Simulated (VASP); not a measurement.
# Co2Si (P4/nmm) in VASP: single point with PBE

Aim: the single point of Co2Si with PBE.

All numbers are computed with VASP 6.6.1; they aren't measurements. Logs are shortened: lines on timing, memory, paths and dates and some standing lists are left out, and cuts for length are marked.

## Step 1: The cell of the first run

Symmetry: P4/nmm, No. 129, tetragonal system. Conventional cell: a = 3.455 Å, b = 3.455 Å, c = 5.749 Å, α = 90.00°, β = 90.00°, γ = 90.00°. Co (site symmetry 4mm) has 5 Si at 2.25 to 2.48 Å and 8 Co at 2.63 to 3.03 Å within 3.1 Å. Within 3.0 Å of Co (site symmetry -4m2) lie 4 Si at 2.30 Å and 8 Co at 2.44 to 2.63 Å. Si (site symmetry 4mm) has 9 Co at 2.25 to 2.48 Å within 3.0 Å.

## Step 2: Single point, PBE, collinear spin, ferromagnetic start

File INCAR:

```
PREC = Accurate
ENCUT = 520
EDIFF = 1E-6
ISMEAR = 0
SIGMA = 0.1
LREAL = False
LASPH = True
NELM = 150
ALGO = Normal
ISIF = 2
LWAVE = False
LCHARG = True
ISPIN = 2
MAGMOM = 1.03 1.03 0.9 0.9 0 0
LORBIT = 11
LMAXMIX = 4
GGA = PE
LELF = True
LVHAR = True
NBANDS = 35
```

File KPOINTS:

```
regular mesh
0
Gamma
  10 10 6
```

File POSCAR:

```
Co2Si
1.0
    3.4548213490      0.0000000000      0.0000000000
    0.0000000000      3.4548213490      0.0000000000
    0.0000000000      0.0000000000      5.7492392756
Co Si
4 2
Direct
    0.0000000000      0.5000000000      0.3438238094
    0.5000000000      0.0000000000      0.6561761906
    0.5000000000      0.5000000000      0.0000000000
    0.0000000000      0.0000000000      0.0000000000
    0.0000000000      0.5000000000      0.7351723262
    0.5000000000      0.0000000000      0.2648276738
```

Potentials or basis: VASP PAW PBE potentials, release 64 (Co, Si).

On the command line:

```sh
$ cat potpaw_PBE.64/Co/POTCAR potpaw_PBE.64/Si/POTCAR > POTCAR
$ mpirun -np 1 vasp_std > vasp.out
```

OUTCAR:

```text
PREC = Accurate
   ENCUT = 520
   EDIFF = 1E-6
   ISMEAR = 0
   LREAL = False
   LASPH = True
   NELM = 150
   ISIF = 2
   ISPIN = 2
   LORBIT = 11
   GGA = PE

 ion  position               nearest neighbor table
   1  0.000  0.500  0.344-   5 2.25   6 2.48   6 2.48   6 2.48   6 2.48   3 2.63   3 2.63   4 2.63
                             4 2.63   2 3.03   2 3.03   2 3.03   2 3.03
   2  0.500  0.000  0.656-   6 2.25   5 2.48   5 2.48   5 2.48   5 2.48   3 2.63   4 2.63   4 2.63
                             3 2.63   1 3.03   1 3.03   1 3.03   1 3.03
   3  0.500  0.500  0.000-   5 2.30   6 2.30   6 2.30   5 2.30   4 2.44   4 2.44   4 2.44   4 2.44
                             1 2.63   2 2.63   2 2.63   1 2.63
   4  0.000  0.000  0.000-   5 2.30   6 2.30   5 2.30   6 2.30   3 2.44   3 2.44   3 2.44   3 2.44
                             2 2.63   1 2.63   2 2.63   1 2.63
   5  0.000  0.500  0.735-   1 2.25   3 2.30   4 2.30   4 2.30   3 2.30   2 2.48   2 2.48   2 2.48
                             2 2.48
   6  0.500  0.000  0.265-   2 2.25   3 2.30   4 2.30   3 2.30   4 2.30   1 2.48   1 2.48   1 2.48
                             1 2.48

  LATTYP: Found a simple tetragonal cell.
 ALAT       =     3.4548213490
 C/A-ratio  =     1.6641205709

  Lattice vectors:

 A1 = (   3.4548213490,   0.0000000000,   0.0000000000)
 A2 = (   0.0000000000,   3.4548213490,   0.0000000000)
 A3 = (   0.0000000000,   0.0000000000,   5.7492392756)

Analysis of symmetry for initial positions (statically):
=====================================================================
 Subroutine PRICEL returns:
 Original cell was already a primitive cell.

 Routine SETGRP: Setting up the symmetry group for a
 simple tetragonal supercell.

 Subroutine GETGRP returns: Found 16 space group operations
 (whereof  8 operations were pure point group operations)
 out of a pool of 16 trial point group operations.

The static configuration has the point symmetry D_2d.
 The point group associated with its full space group is D_4h.

Analysis of symmetry for dynamics (positions and initial velocities):
=====================================================================
 Subroutine PRICEL returns:
 Original cell was already a primitive cell.

 Routine SETGRP: Setting up the symmetry group for a
 simple tetragonal supercell.

 Subroutine GETGRP returns: Found 16 space group operations
 (whereof  8 operations were pure point group operations)
 out of a pool of 16 trial point group operations.

The dynamic configuration has the point symmetry D_2d.
 The point group associated with its full space group is D_4h.

Analysis of structural, dynamic, and magnetic symmetry:
=====================================================================
 Subroutine PRICEL returns:
 Original cell was already a primitive cell.

 Routine SETGRP: Setting up the symmetry group for a
 simple tetragonal supercell.

 Subroutine GETGRP returns: Found 16 space group operations
 (whereof  8 operations were pure point group operations)
 out of a pool of 16 trial point group operations.

The overall configuration has the point symmetry D_2d.
 The point group associated with its full space group is D_4h.

 Subroutine INISYM returns: Found 16 space group operations
 (whereof  8 operations are pure point group operations),
 and found     1 'primitive' translations

----------------------------------------------------------------------------------------

                                     Primitive cell

  volume of cell :      68.6217

  direct lattice vectors                    reciprocal lattice vectors
     3.454821349  0.000000000  0.000000000     0.289450567  0.000000000  0.000000000
     0.000000000  3.454821349  0.000000000     0.000000000  0.289450567  0.000000000
     0.000000000  0.000000000  5.749239276     0.000000000  0.000000000  0.173936055

  length of vectors
     3.454821349  3.454821349  5.749239276     0.289450567  0.289450567  0.173936055

  position of ions in fractional coordinates (direct lattice)
     0.000000000  0.500000000  0.343823809
     0.500000000  0.000000000  0.656176191
     0.500000000  0.500000000  0.000000000
     0.000000000  0.000000000  0.000000000
     0.000000000  0.500000000  0.735172326
     0.500000000  0.000000000  0.264827674

  ion indices of the primitive-cell ions
   primitive index   ion index
                 1           1
                 2           2
                 3           3
                 4           4
                 5           5
                 6           6

----------------------------------------------------------------------------------------

 KPOINTS: regular mesh

Automatic generation of k-mesh.
 Grid dimensions read from file:
 generate k-points for:   10   10    6

 Generating k-lattice:

  Cartesian coordinates                     Fractional coordinates (reciprocal lattice)
     0.028945057  0.000000000  0.000000000     0.100000000  0.000000000  0.000000000
     0.000000000  0.028945057  0.000000000     0.000000000  0.100000000  0.000000000
     0.000000000  0.000000000  0.028989343     0.000000000  0.000000000  0.166666667

  Length of vectors
     0.028945057  0.028945057  0.028989343

  Shift w.r.t. Gamma in fractional coordinates (k-lattice)
     0.000000000  0.000000000  0.000000000

 Subroutine IBZKPT returns following result:
 ===========================================

 Found     84 irreducible k-points:

 Following reciprocal coordinates:
            Coordinates               Weight
  0.000000  0.000000  0.000000      1.000000
  0.100000  0.000000  0.000000      4.000000
  0.200000  0.000000  0.000000      4.000000
  0.300000  0.000000  0.000000      4.000000
  0.400000  0.000000  0.000000      4.000000
  0.500000  0.000000  0.000000      2.000000
[... 16 lines left out ...]
  0.100000  0.000000  0.166667      8.000000
  0.200000  0.000000  0.166667      8.000000
 [... further k-points ...]
   k-points           NKPTS =     84   k-points in BZ     NKDIM =     84   number of bands    NBANDS=     35
   number of dos      NEDOS =    301   number of ions     NIONS =      6
   total plane-waves  NPLWV =  37632
   dimension x,y,z NGX =    28 NGY =   28 NGZ =   48
   dimension x,y,z NGXF=    56 NGYF=   56 NGZF=   96
   ions per type =               4   2
   NGX,Y,Z   is equivalent  to a cutoff of  13.47, 13.47, 13.88 a.u.
   NGXF,Y,Z  is equivalent  to a cutoff of  26.95, 26.95, 27.76 a.u.
 SYSTEM =  unknown system
   PREC   = accura    normal or accurate (medium, high low for compatibility)
   ISTART =      0    job   : 0-new  1-cont  2-samecut
   ICHARG =      2    charge: 1-file 2-atom 10-const
   ISPIN  =      2    spin polarized calculation?
   LNONCOLLINEAR =      F non collinear calculations
   LSORBIT =      F    spin-orbit coupling
   LASPH  =      T    aspherical Exc in radial PAW
   ENCUT  =  520.0 eV  38.22 Ry    6.18 a.u.   6.42  6.42 10.69*2*pi/ulx,y,z
   NELM   =    150;   NELMIN=  2; NELMDL= -5     # of ELM steps
   EDIFF  = 0.1E-05   stopping-criterion for ELM
   LREAL  =      F    real-space projection
   EDIFFG = 0.1E-04   stopping-criterion for IOM
   NSW    =      0    number of steps for IOM
   IBRION =     -1    ionic relax: 0-MD 1-quasi-New 2-CG
   NFREE  =      0    steps in history (QN), initial steepest desc. (CG)
   ISIF   =      2    stress and relaxation
   ISYM   =      2    0-nonsym 1-usesym 2-fastsym
   POTIM  = 0.5000    time-step for ionic-motion
   TEBEG  =    0.0;   TEEND  =   0.0 temperature during run
   PSTRESS=    0.0 pullay stress
   NELECT =      44.0000    total number of electrons
   NUPDOWN=      -1.0000    fix difference up-down
   EMIN   =  10.00;   EMAX   =-10.00  energy-range for DOS
   EFERMI =   0.00;   METHOD = LEGACY
   ISMEAR =     0;   SIGMA  =   0.10  broadening in eV -4-tet -1-fermi 0-gaus
   EFERMI_NEDOS =   21; number of points for ismear=-14 and -15
   IALGO  =     38    algorithm
   IMIX   =      4    mixing-type and parameters
     AMIX     =   0.40;   BMIX     =  1.00
     AMIX_MAG =   1.60;   BMIX_MAG =  1.00
  volume/ion in A,a.u.               =      11.44        77.18
  Fermi-wavevector in a.u.,A,eV,Ry     =   1.411687  2.667702 27.114524  1.992861
  Thomas-Fermi vector in A             =   2.533513
   LORBIT       =     11    0 simple, 1 ext, 2 COOP (PROOUT), +10 PAW based schemes
   GGA     = PE    functional components
   LHFCALC =     F    Hartree Fock is set to
   AEXX    =    0.0000 exact exchange contribution
   IVDW    =     0    specifies the selected vdW correction
   LEPSILON=     F    determine dielectric tensor
   LRPA    =     F    only Hartree local field effects (RPA)
 spin polarized calculation
 Gauss-broadening in eV      SIGMA  =   0.10
  energy-cutoff  :      520.00
  volume of cell :       68.62
 maximum number of plane-waves:      1874
 NGX is ok and might be reduce to    28
   NGX = 13   NGY = 13   NGZ = 21

 number of electron      43.9999996 magnetization       3.2326030

 Free energy of the ion-electron system (eV)
  ---------------------------------------------------
  ext. energy  EPLUGINS =         0.00000000
  ---------------------------------------------------
  free energy    TOTEN  =       -40.85249620 eV

  energy without entropy =      -40.81064587  energy(sigma->0) =      -40.83157104

 E-fermi :  10.4817     XC(G=0): -12.7163

 val. band max:       10.4804287928   @ k =   0.3000   0.3000   0.5000
 cond. band min:      10.4822941374   @ k =   0.2000   0.2000   0.1667
 fundamental gap:      0.0018653446
 Fermi energy:        10.4817276045

 spin component 1

 k-point     1 :       0.0000    0.0000    0.0000
  band No.  band energies     occupation
      1      -1.2039      1.00000
      2       1.6916      1.00000
      3       4.0097      1.00000
      4       5.8794      1.00000
      5       6.4160      1.00000
      6       6.4160      1.00000
[... 26 lines left out ...]
     33      17.5693      0.00000
     34      17.5709      0.00000

 k-point     2 :       0.1000    0.0000    0.0000
  band No.  band energies     occupation
      1      -1.0822      1.00000
      2       1.7607      1.00000
      3       4.1190      1.00000
      4       5.9238      1.00000
      5       6.3425      1.00000
      6       6.4300      1.00000
[... 806 lines left out ...]
 k-point    24 :       0.2000    0.0000    0.1667
  band No.  band energies     occupation
      1      -0.6064      1.00000
      2       1.6297      1.00000
      3       4.5782      1.00000
      4       5.9124      1.00000
      5       6.0779      1.00000
      6       6.5111      1.00000
[... 26 lines left out ...]
     33      19.1476      0.00000
     34      19.9639      0.00000

 [... further k-points ...]

 spin component 2

 k-point     1 :       0.0000    0.0000    0.0000
  band No.  band energies     occupation
      1      -1.2391      1.00000
      2       1.6661      1.00000
      3       4.0707      1.00000
      4       6.2928      1.00000
      5       6.9518      1.00000
      6       6.9518      1.00000
[... 26 lines left out ...]
     33      17.7453      0.00000
     34      17.7799      0.00000

 k-point     2 :       0.1000    0.0000    0.0000
  band No.  band energies     occupation
      1      -1.1176      1.00000
      2       1.7366      1.00000
      3       4.1832      1.00000
      4       6.3191      1.00000
      5       6.8489      1.00000
      6       6.9644      1.00000
[... 806 lines left out ...]
 k-point    24 :       0.2000    0.0000    0.1667
  band No.  band energies     occupation
      1      -0.6422      1.00000
      2       1.6018      1.00000
      3       4.6972      1.00000
      4       6.2001      1.00000
      5       6.4525      1.00000
      6       7.0195      1.00000
[... 26 lines left out ...]
     33      19.3251      0.00000
     34      19.9730      0.00000

 [... further k-points ...]

 [bands above 34 left out]

------------------------ aborting loop because EDIFF is reached ----------------------------------------

  FORCE on cell =-STRESS in cart. coord.  units (eV):
  Direction    XX          YY          ZZ          XY          YZ          ZX
  --------------------------------------------------------------------------------------
  -------------------------------------------------------------------------------------
  Total       -0.1189038     -0.1189038      0.1232170      0.0000000      0.0000000      0.0000000
  in kB       -2.7761609     -2.7761609      2.8768649      0.0000000      0.0000000      0.0000000
  external PRESSURE =      -0.8918190 kB  Pullay stress =       0.0000000 kB

 VOLUME and BASIS-vectors are now :
 -----------------------------------------------------------------------------
  energy-cutoff  :      520.00
  volume of cell :       68.62
      direct lattice vectors                 reciprocal lattice vectors
     3.454821349  0.000000000  0.000000000     0.289450567  0.000000000  0.000000000
     0.000000000  3.454821349  0.000000000     0.000000000  0.289450567  0.000000000
     0.000000000  0.000000000  5.749239276     0.000000000  0.000000000  0.173936055

 POSITION                                       TOTAL-FORCE (eV/Angst)
 -----------------------------------------------------------------------------------
      0.00000      1.72741      1.97673         0.000000      0.000000     -0.013533
      1.72741      0.00000      3.77251         0.000000      0.000000      0.013533
      1.72741      1.72741      0.00000        -0.000000     -0.000000      0.000000
      0.00000      0.00000      0.00000         0.000000      0.000000      0.000000
      0.00000      1.72741      4.22668        -0.000000     -0.000000      0.002058
      1.72741      0.00000      1.52256         0.000000      0.000000     -0.002058
 -----------------------------------------------------------------------------------
    total drift:                                0.000000      0.000000      0.000000

  FREE ENERGIE OF THE ION-ELECTRON SYSTEM (eV)
  ---------------------------------------------------
  free  energy   TOTEN  =       -40.8524962039 eV

  energy  without entropy=      -40.8106458680  energy(sigma->0) =      -40.83157104

 total charge

# of ion       s       p       d       tot
------------------------------------------
    1        0.402   0.457   7.398   8.257
    2        0.402   0.457   7.398   8.257
    3        0.484   0.645   7.450   8.579
    4        0.484   0.645   7.450   8.579
    5        0.751   0.923   0.000   1.674
    6        0.751   0.923   0.000   1.674
--------------------------------------------------
tot          3.274   4.050  29.696  37.020

 magnetization (x)

# of ion       s       p       d       tot
------------------------------------------
    1        0.003  -0.005   0.918   0.916
    2        0.003  -0.005   0.918   0.916
    3       -0.000  -0.010   0.809   0.798
    4       -0.000  -0.010   0.809   0.798
    5       -0.004  -0.035   0.000  -0.039
    6       -0.004  -0.035   0.000  -0.039
--------------------------------------------------
tot         -0.001  -0.101   3.453   3.350
```

It took 15 min on 1 thread of Intel Xeon 8259CL, shared host; peak memory 0.41 GiB.

What came out:

```
Free energy                                           : -40.8525 eV
Pressure                                              : -0.1 GPa
Largest force                                         : 0.014 eV/Å
Net moment                                            : 3.23 μB per cell
Site moments                                          : Co +0.92, +0.80 (each value once); Si -0.04 μB
Valence electrons inside the program's atomic spheres : Co 8.26, 8.58 (each value once); Si 1.67
```

Forces on the atoms (eV/Å):
```
Co   0.000  0.000 -0.014
Co   0.000  0.000  0.014
Co   0.000  0.000  0.000
Co   0.000  0.000  0.000
Si   0.000  0.000  0.002
Si   0.000  0.000 -0.002
```
